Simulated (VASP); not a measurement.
Wanted: the native input for a VASP 6.6.1 run.

| Property | Result |
| --- | --- |
| Task | single point |
| Functional | PBE |
| Potentials or basis | VASP PAW PBE potentials, release 64 (Al, N) |
| Cutoff | 520 eV |
| k mesh | 8 × 6 × 4 |
| Occupations | gaussian, width 0.05 eV |
| Spin | no spin polarisation |
| Dipole correction | no |
| Further INCAR settings | ALGO = Normal; EDIFF = 1e-06; NBANDS = 26 |

The structure of AlN lies in POSCAR:

```
AlN
1.0
   -1.6567491617      2.8695737234      0.0000000000
    0.0000000000      0.0000000000      4.1874629526
    4.9702474850      2.8695737234      0.0000000000
Al N
4 4
Direct
    0.5190131377      0.7500000000      0.1476535290
    0.0000000000      0.7500000000      0.6666666667
    0.0000000000      0.2500000000      0.3333333333
    0.5000000000      0.2500000000      0.8333333333
    0.5000000000      0.2500000000      0.1666666667
    0.0000000000      0.2500000000      0.6666666667
    0.0000000000      0.7500000000      0.3333333333
    0.5000000000      0.7500000000      0.8333333333
```

This cell differs from its parent crystal: atom 1 (Al) moved by -0.126 Å along [1 0 0] and +0.000 Å along [1 2 0].

One way to write it, as run:

INCAR

```
ALGO = Normal
EDIFF = 1E-6
ENCUT = 520
GGA = PE
ISIF = 2
ISMEAR = 0
LASPH = T
LCHARG = F
LREAL = F
LWAVE = F
NBANDS = 26
NELM = 60
PREC = Accurate
SIGMA = 0.05
```

KPOINTS

```
k-points
0
Gamma
  8 6 4
```

Potentials or basis: VASP PAW PBE potentials, release 64 (Al, N).

The run is started by

```console
$ cat potpaw_PBE.64/Al/POTCAR potpaw_PBE.64/N/POTCAR > POTCAR
$ mpirun -np 1 vasp_std > vasp.out
```

It gave:

```json
{
 "Pressure": "0.4 GPa",
 "Largest force": "2.782 eV/Å",
 "Band gap on the k mesh": "3.19 eV"
}
```

Caveat: the cell differs from its parent crystal (atom 1 (Al) moved by -0.126 Å along [1 0 0] and +0.000 Å along [1 2 0]); forces of over 1 eV/Å act on the atoms, so gaps and moduli don't describe the material at rest.

It took 50 s on 1 thread of Intel(R) Xeon(R) 6975P-C (Granite Rapids) (shared host), peak memory 0.26 GiB.
